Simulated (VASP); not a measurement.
Cu: single point with LDA

The system is Cu.

```
Cu
1.0
     2.53076    0.00000    0.00000
    -1.26538    2.19171    0.00000
     0.00000    0.00000    8.26182
Cu
4
Direct
  0.01568 0.00415 0.99309
  0.34069 0.70004 0.24376
  0.01759 0.01134 0.48739
  0.66645 0.34453 0.74476
```

```yaml
Program: VASP 6.6.1
Task: single point
Functional: LDA
Potentials_or_basis: VASP PAW LDA potentials, release 64 (Cu)
Cutoff: 600 eV
k_mesh: 7 × 7 × 2
Occupations: methfessel-paxton, width 0.15 eV
Spin: no spin polarisation
Dipole_correction: no
Further_INCAR_settings: ALGO = Normal; EDIFF = 1e-06; NBANDS = 30
```

* Pressure: -7.4 GPa
* Largest force: 0.421 eV/Å
* Band gap on the k mesh: zero (bands 22 and 23 overlap by 4.27 eV)

Forces in eV/Å, atoms in the order of the input:
```
Cu  -0.091  0.058  0.019
Cu   0.109 -0.088 -0.204
Cu  -0.087  0.046  0.409
Cu   0.069 -0.016 -0.224
```

Stress tensor (GPa, compression positive):
```
-6.98 -0.12 -0.08
-0.12 -7.90  0.05
-0.08  0.05 -7.47
```

Levels at points of the mesh, in eV from the Fermi level:
| k point | band 20 | band 21 | band 22 | band 23 | band 24 | band 25 |
| --- | --- | --- | --- | --- | --- | --- |
| (0.00, 0.00, 0.00) | -1.97 | -1.95 | -1.69 | -1.65 | -0.98 | 3.94 |
| (0.00, 0.00, 0.50) | -2.21 | -1.85 | -1.83 | -1.76 | -1.75 | 7.01 |

Wall time 68 s on 1 thread of Intel(R) Xeon(R) Platinum 8259CL CPU @ 2.50GHz (Skylake/Cascade Lake), with other jobs on the host, peak memory 0.18 GiB.

Caveat: the k points lie up to 0.41 Å⁻¹ apart, too coarse for converged energies and pressures of a metal.
